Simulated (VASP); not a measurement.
# BaTiO3 (P4mm) in VASP: single point with PBE

Aim: the single point of BaTiO3 with PBE.

Program: VASP 6.6.1. These are calculated values, not measurements. Logs are shortened: lines on timing, memory, paths and dates and some standing lists are left out, and cuts for length are marked.

## 1. The cell of the first run

It takes space group P4mm (No. 99, tetragonal). Conventional cell: a = 3.985 Å, b = 3.985 Å, c = 4.202 Å, α = 90.00°, β = 90.00°, γ = 90.00°. Ba (site symmetry 4mm) has 12 O at 2.80 to 2.99 Å and 8 Ti at 3.47 to 3.56 Å within 3.7 Å. Within 2.4 Å of Ti (site symmetry 4mm) lie 6 O at 1.81 to 2.39 Å. Within 2.4 Å of O (site symmetry 4mm) lie 2 Ti at 1.81 to 2.39 Å. Within 3.0 Å of O (site symmetry 2mm) lie 2 Ti at 2.00 Å and 4 Ba at 2.80 to 2.99 Å and 8 O at 2.82 to 2.96 Å.

## 2. Single point, PBE

The input, POSCAR:

```
BaTiO3
1.0
    3.9852569840      0.0000000000      0.0000000000
    0.0000000000      3.9852569840      0.0000000000
    0.0000000000      0.0000000000      4.2022179547
Ba Ti O
1 1 3
Direct
    0.0000000000      0.0000000000     -0.0106979926
    0.5000000000      0.5000000000      0.4720516423
    0.5000000000      0.5000000000      0.0408797490
    0.5000000000      0.0000000000      0.5203833006
    0.0000000000      0.5000000000      0.5203833006
```

The input, INCAR.step1:

```
SYSTEM = BaTiO3
PREC     = Accurate       ! precision mode
ENCUT    = 520            ! plane-wave cutoff, eV
EDIFF    = 1E-6           ! SCF threshold, eV
ISMEAR   = 0              ! smearing method
SIGMA    = 0.02           ! smearing width, eV
LREAL    = .FALSE.        ! projectors in reciprocal space
LASPH    = .TRUE.         ! aspherical terms in the spheres
NELM     = 60             ! most SCF steps
ALGO     = Normal         ! electronic algorithm
ISIF     = 2              ! what is computed and relaxed
LWAVE    = .FALSE.        ! write WAVECAR
LCHARG   = .TRUE.         ! write CHGCAR
LMAXMIX  = 4              ! l up to which the mixer works
GGA      = PE             ! functional
NBANDS   = 28             ! bands
```

The input, KPOINTS.step1:

```
regular mesh
0
G
  8 8 8
  0 0 0
```

The input, INCAR.step2:

```
SYSTEM = BaTiO3
PREC     = Accurate       ! precision mode
ENCUT    = 520            ! plane-wave cutoff, eV
EDIFF    = 1E-6           ! SCF threshold, eV
ISMEAR   = -5             ! smearing method
SIGMA    = 0.02           ! smearing width, eV
LREAL    = .FALSE.        ! projectors in reciprocal space
LASPH    = .TRUE.         ! aspherical terms in the spheres
NELM     = 60             ! most SCF steps
ALGO     = Normal         ! electronic algorithm
ISIF     = 2              ! what is computed and relaxed
LWAVE    = .FALSE.        ! write WAVECAR
LCHARG   = .FALSE.        ! write CHGCAR
LMAXMIX  = 4              ! l up to which the mixer works
GGA      = PE             ! functional
LORBIT   = 10             ! projections on sites
NBANDS   = 28             ! bands
NEDOS    = 1001           ! points of the DOS
ICHARG   = 11             ! starting density
```

The input, KPOINTS.step2:

```
regular mesh
0
G
  12 12 12
  0 0 0
```

Potentials or basis: VASP PAW PBE potentials, release 64 (Ba_sv, Ti_sv, O).

Command:

```
> cat potpaw_PBE.64/Ba_sv/POTCAR potpaw_PBE.64/Ti_sv/POTCAR potpaw_PBE.64/O/POTCAR > POTCAR
> cp INCAR.step1 INCAR
> cp KPOINTS.step1 KPOINTS
> mpirun -np 1 vasp_std > vasp.out
> cp INCAR.step2 INCAR
> cp KPOINTS.step2 KPOINTS
> mpirun -np 1 vasp_std > vasp.out
```

OUTCAR:

```text
SYSTEM = BaTiO3
   PREC = Accurate
   ENCUT = 520
   EDIFF = 1E-6
   ISMEAR = -5
   LREAL = .FALSE.
   LASPH = .TRUE.
   NELM = 60
   ISIF = 2
   GGA = PE
   LORBIT = 10
   ICHARG = 11

 ion  position               nearest neighbor table
   1  0.000  0.000  0.989-   4 2.80   5 2.80   5 2.80   4 2.80   3 2.83   3 2.83   3 2.83   3 2.83
                             4 2.99   5 2.99   5 2.99   4 2.99   2 3.47   2 3.47   2 3.47   2 3.47
   2  0.500  0.500  0.472-   3 1.81   4 2.00   5 2.00   4 2.00   5 2.00   3 2.39   1 3.47   1 3.47
                             1 3.47   1 3.47   1 3.56   1 3.56   1 3.56   1 3.56
   3  0.500  0.500  0.041-   2 1.81   2 2.39   1 2.83   1 2.83   1 2.83   1 2.83
   4  0.500  0.000  0.520-   2 2.00   2 2.00   1 2.80   1 2.80   1 2.99   1 2.99
   5  0.000  0.500  0.520-   2 2.00   2 2.00   1 2.80   1 2.80   1 2.99   1 2.99

  LATTYP: Found a simple tetragonal cell.
 ALAT       =     3.9852569840
 C/A-ratio  =     1.0544408984

  Lattice vectors:

 A1 = (   3.9852569840,   0.0000000000,   0.0000000000)
 A2 = (   0.0000000000,   3.9852569840,   0.0000000000)
 A3 = (   0.0000000000,   0.0000000000,   4.2022179547)

Analysis of symmetry for initial positions (statically):
=====================================================================
 Subroutine PRICEL returns:
 Original cell was already a primitive cell.

 Routine SETGRP: Setting up the symmetry group for a
 simple tetragonal supercell.

 Subroutine GETGRP returns: Found  8 space group operations
 (whereof  8 operations were pure point group operations)
 out of a pool of 16 trial point group operations.

The static configuration has the point symmetry C_4v.

Analysis of symmetry for dynamics (positions and initial velocities):
=====================================================================
 Subroutine PRICEL returns:
 Original cell was already a primitive cell.

 Routine SETGRP: Setting up the symmetry group for a
 simple tetragonal supercell.

 Subroutine GETGRP returns: Found  8 space group operations
 (whereof  8 operations were pure point group operations)
 out of a pool of 16 trial point group operations.

The dynamic configuration has the point symmetry C_4v.

 Subroutine INISYM returns: Found  8 space group operations
 (whereof  8 operations are pure point group operations),
 and found     1 'primitive' translations

----------------------------------------------------------------------------------------

                                     Primitive cell

  volume of cell :      66.7408

  direct lattice vectors                    reciprocal lattice vectors
     3.985256984  0.000000000  0.000000000     0.250924847  0.000000000  0.000000000
     0.000000000  3.985256984  0.000000000     0.000000000  0.250924847  0.000000000
     0.000000000  0.000000000  4.202217955     0.000000000  0.000000000  0.237969570

  length of vectors
     3.985256984  3.985256984  4.202217955     0.250924847  0.250924847  0.237969570

  position of ions in fractional coordinates (direct lattice)
     0.000000000  0.000000000  0.989302007
     0.500000000  0.500000000  0.472051642
     0.500000000  0.500000000  0.040879749
     0.500000000  0.000000000  0.520383301
     0.000000000  0.500000000  0.520383301

  ion indices of the primitive-cell ions
   primitive index   ion index
                 1           1
                 2           2
                 3           3
                 4           4
                 5           5

----------------------------------------------------------------------------------------

 KPOINTS: regular mesh

Automatic generation of k-mesh.
 Grid dimensions read from file:
 generate k-points for:   12   12   12

 Generating k-lattice:

  Cartesian coordinates                     Fractional coordinates (reciprocal lattice)
     0.020910404  0.000000000  0.000000000     0.083333333  0.000000000  0.000000000
     0.000000000  0.020910404  0.000000000     0.000000000  0.083333333  0.000000000
     0.000000000  0.000000000  0.019830798     0.000000000  0.000000000  0.083333333

  Length of vectors
     0.020910404  0.020910404  0.019830798

  Shift w.r.t. Gamma in fractional coordinates (k-lattice)
     0.000000000  0.000000000  0.000000000

 TETIRR: Found   2592 inequivalent tetrahedra from    10368

 Subroutine IBZKPT returns following result:
 ===========================================

 Found    196 irreducible k-points:

 Following reciprocal coordinates:
            Coordinates               Weight
  0.000000  0.000000  0.000000      1.000000
  0.083333  0.000000  0.000000      4.000000
  0.166667  0.000000  0.000000      4.000000
  0.250000  0.000000  0.000000      4.000000
  0.333333  0.000000  0.000000      4.000000
  0.416667  0.000000  0.000000      4.000000
[... 16 lines left out ...]
  0.333333  0.333333  0.000000      4.000000
  0.416667  0.333333  0.000000      8.000000
 [... further k-points ...]
   k-points           NKPTS =    196   k-points in BZ     NKDIM =    196   number of bands    NBANDS=     28
   number of dos      NEDOS =   1001   number of ions     NIONS =      5
   total plane-waves  NPLWV =  28800
   dimension x,y,z NGX =    30 NGY =   30 NGZ =   32
   dimension x,y,z NGXF=    60 NGYF=   60 NGZF=   64
   ions per type =               1   1   3
   NGX,Y,Z   is equivalent  to a cutoff of  12.51, 12.51, 12.66 a.u.
   NGXF,Y,Z  is equivalent  to a cutoff of  25.03, 25.03, 25.32 a.u.
 SYSTEM =  BaTiO3
   PREC   = accura    normal or accurate (medium, high low for compatibility)
   ISTART =      0    job   : 0-new  1-cont  2-samecut
   ICHARG =     11    charge: 1-file 2-atom 10-const
   ISPIN  =      1    spin polarized calculation?
   LNONCOLLINEAR =      F non collinear calculations
   LSORBIT =      F    spin-orbit coupling
   LASPH  =      T    aspherical Exc in radial PAW
   ENCUT  =  520.0 eV  38.22 Ry    6.18 a.u.   7.41  7.41  7.81*2*pi/ulx,y,z
   NELM   =     60;   NELMIN=  2; NELMDL=  0     # of ELM steps
   EDIFF  = 0.1E-05   stopping-criterion for ELM
   LREAL  =      F    real-space projection
   EDIFFG = 0.1E-04   stopping-criterion for IOM
   NSW    =      0    number of steps for IOM
   IBRION =     -1    ionic relax: 0-MD 1-quasi-New 2-CG
   NFREE  =      0    steps in history (QN), initial steepest desc. (CG)
   ISIF   =      2    stress and relaxation
   ISYM   =      2    0-nonsym 1-usesym 2-fastsym
   POTIM  = 0.5000    time-step for ionic-motion
   TEBEG  =    0.0;   TEEND  =   0.0 temperature during run
   PSTRESS=    0.0 pullay stress
   NELECT =      40.0000    total number of electrons
   NUPDOWN=      -1.0000    fix difference up-down
   EMIN   =  10.00;   EMAX   =-10.00  energy-range for DOS
   EFERMI =   0.00;   METHOD = LEGACY
   ISMEAR =    -5;   SIGMA  =   0.02  broadening in eV -4-tet -1-fermi 0-gaus
   EFERMI_NEDOS =   21; number of points for ismear=-14 and -15
   IALGO  =     38    algorithm
   IMIX   =      4    mixing-type and parameters
     AMIX     =   0.40;   BMIX     =  1.00
     AMIX_MAG =   1.60;   BMIX_MAG =  1.00
  volume/ion in A,a.u.               =      13.35        90.08
  Fermi-wavevector in a.u.,A,eV,Ry     =   1.380271  2.608334 25.921119  1.905148
  Thomas-Fermi vector in A             =   2.505164
   LORBIT       =     10    0 simple, 1 ext, 2 COOP (PROOUT), +10 PAW based schemes
   GGA     = PE    functional components
   LHFCALC =     F    Hartree Fock is set to
   AEXX    =    0.0000 exact exchange contribution
   IVDW    =     0    specifies the selected vdW correction
   LEPSILON=     F    determine dielectric tensor
   LRPA    =     F    only Hartree local field effects (RPA)
 non-spin polarized calculation
 Fermi weights with tetrahedron method with Bloechl corrections
  energy-cutoff  :      520.00
  volume of cell :       66.74
 maximum number of plane-waves:      1832
 NGX is ok and might be reduce to    30

 number of electron      39.9999983 magnetization

 Free energy of the ion-electron system (eV)
  ---------------------------------------------------
  ext. energy  EPLUGINS =         0.00000000
  ---------------------------------------------------
  free energy    TOTEN  =       -40.04035089 eV

  energy without entropy =      -40.04035089  energy(sigma->0) =      -40.04035089

 E-fermi :   3.8097     XC(G=0): -11.0226

 val. band max:        3.7465665702   @ k =   0.5000   0.5000   0.5000
 cond. band min:       5.5353173106   @ k =   0.0000   0.0000   0.0000
 fundamental gap:      1.7887507403
 Fermi energy:         3.8097024585

 k-point     1 :       0.0000    0.0000    0.0000
  band No.  band energies     occupation
      1     -52.9046      2.00000
      2     -29.2412      2.00000
      3     -29.1018      2.00000
      4     -29.1018      2.00000
      5     -21.4456      2.00000
      6     -13.2706      2.00000
[... 20 lines left out ...]
     27       8.8220      0.00000
     28      10.3996      0.00000

 k-point     2 :       0.0833    0.0000    0.0000
  band No.  band energies     occupation
      1     -52.9045      2.00000
      2     -29.2410      2.00000
      3     -29.1055      2.00000
      4     -29.1017      2.00000
      5     -21.4385      2.00000
      6     -13.2712      2.00000
[... 20 lines left out ...]
     27       8.9543      0.00000
     28      10.5694      0.00000

 k-point     3 :       0.1667    0.0000    0.0000
  band No.  band energies     occupation
      1     -52.9043      2.00000
      2     -29.2406      2.00000
      3     -29.1153      2.00000
      4     -29.1014      2.00000
      5     -21.4188      2.00000
      6     -13.2845      2.00000
[... 616 lines left out ...]
      3     -29.1401      2.00000
      4     -29.1396      2.00000
      5     -21.3023      2.00000
      6     -13.1646      2.00000
[... 20 lines left out ...]
     27      11.8238      0.00000
     28      11.8268      0.00000

 k-point    24 :       0.4167    0.3333    0.0000
  band No.  band energies     occupation
      1     -52.9028      2.00000
      2     -29.2374      2.00000
      3     -29.1494      2.00000
      4     -29.1393      2.00000
      5     -21.2869      2.00000
      6     -13.1271      2.00000
[... 20 lines left out ...]
     27      11.7085      0.00000
     28      12.4242      0.00000

 [... further k-points ...]

------------------------ aborting loop because EDIFF is reached ----------------------------------------

  FORCE on cell =-STRESS in cart. coord.  units (eV):
  Direction    XX          YY          ZZ          XY          YZ          ZX
  --------------------------------------------------------------------------------------
  -------------------------------------------------------------------------------------
  Total        0.6492977      0.6492977      0.6725403      0.0000000      0.0000000      0.0000000
  in kB       15.5870249     15.5870249     16.1449860      0.0000000      0.0000000      0.0000000
  external PRESSURE =      15.7730119 kB  Pullay stress =       0.0000000 kB

 VOLUME and BASIS-vectors are now :
 -----------------------------------------------------------------------------
  energy-cutoff  :      520.00
  volume of cell :       66.74
      direct lattice vectors                 reciprocal lattice vectors
     3.985256984  0.000000000  0.000000000     0.250924847  0.000000000  0.000000000
     0.000000000  3.985256984  0.000000000     0.000000000  0.250924847  0.000000000
     0.000000000  0.000000000  4.202217955     0.000000000  0.000000000  0.237969570

 POSITION                                       TOTAL-FORCE (eV/Angst)
 -----------------------------------------------------------------------------------
      0.00000      0.00000      4.15726         0.000000     -0.000000      0.047752
      1.99263      1.99263      1.98366         0.000000     -0.000000      0.083506
      1.99263      1.99263      0.17179         0.000000     -0.000000     -0.081258
      1.99263      0.00000      2.18676        -0.000000      0.000000     -0.025000
      0.00000      1.99263      2.18676         0.000000     -0.000000     -0.025000
 -----------------------------------------------------------------------------------
    total drift:                                0.000000      0.000000     -0.000095

  FREE ENERGIE OF THE ION-ELECTRON SYSTEM (eV)
  ---------------------------------------------------
  free  energy   TOTEN  =       -40.0403508893 eV

  energy  without entropy=      -40.0403508893  energy(sigma->0) =      -40.04035089

 total charge

# of ion       s       p       d       tot
------------------------------------------
    1        2.006   5.646   0.308   7.959
    2        2.219   6.262   1.773  10.253
    3        1.571   3.456   0.000   5.027
    4        1.562   3.461   0.000   5.023
    5        1.562   3.461   0.000   5.023
--------------------------------------------------
tot          8.920  22.285   2.080  33.285
```

Run time: 4.5 min. Hardware: 1 thread of Intel Xeon Platinum 8259CL at 2.50GHz (Skylake/Cascade Lake), shared host; peak memory 0.44 GiB.

Results:

```
Valence electrons inside the program's atomic spheres : Ba 7.96; Ti 10.25; O 5.03, 5.02 (each value once)
```

Caveat: spin-orbit coupling is left out, which moves the levels of the heavy elements.
